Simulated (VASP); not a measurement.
Set up this calculation in VASP 6.6.1, as the native input.

* Task: single point
* Functional: PBE
* Potentials or basis: VASP PAW PBE potentials, release 64 (B, As_d)
* Cutoff: 560 eV
* k mesh: 12 × 12 × 8
* Occupations: gaussian, width 0.02 eV
* Spin: no spin polarisation
* Dipole correction: no
* Further INCAR settings: ALGO = Normal; EDIFF = 1e-06; NBANDS = 16

The structure of BAs lies in POSCAR:

```
BAs
1.0
    3.3839707244      0.0000000000      0.0000000000
   -1.6919853622      2.9306046130      0.0000000000
    0.0000000000      0.0000000000      5.1205753876
B As
1 1
Direct
    0.6666666667      0.3333333333      0.5000000000
    0.3333333333      0.6666666667      0.5000000000
```

One way to write it, as run:

INCAR

```
PREC = Accurate ; ENCUT = 560
EDIFF = 1E-6 ; ISMEAR = 0
SIGMA = 0.02 ; LREAL = False
LASPH = True ; NELM = 120
ALGO = Normal ; ISIF = 2
LWAVE = False ; LCHARG = False
GGA = PE ; NBANDS = 16
GGA_COMPAT = False
```

KPOINTS

```
Automatic mesh
0
Gamma
  12 12 8
```

Potentials or basis: VASP PAW PBE potentials, release 64 (B, As_d).

The run is started by

```console
$ cat potpaw_PBE.64/B/POTCAR potpaw_PBE.64/As_d/POTCAR > POTCAR
$ mpirun -np 1 vasp_std > vasp.out
```

It gave:

| Quantity | Value |
| --- | --- |
| Pressure | -0.1 GPa |
| Band gap on the k mesh | 0.45 eV (least direct gap 0.73 eV) |

Caveat: semilocal functionals underestimate gaps, and a narrow one can read as zero; this functional lacks dispersion, which binds layers or chains, so the pressure and a relaxed spacing across them are unreliable.

Wall time 94 s on 1 thread of AMD EPYC 7R43 64-Core Processor (Zen 3) (shared host), peak memory 0.2 GiB.
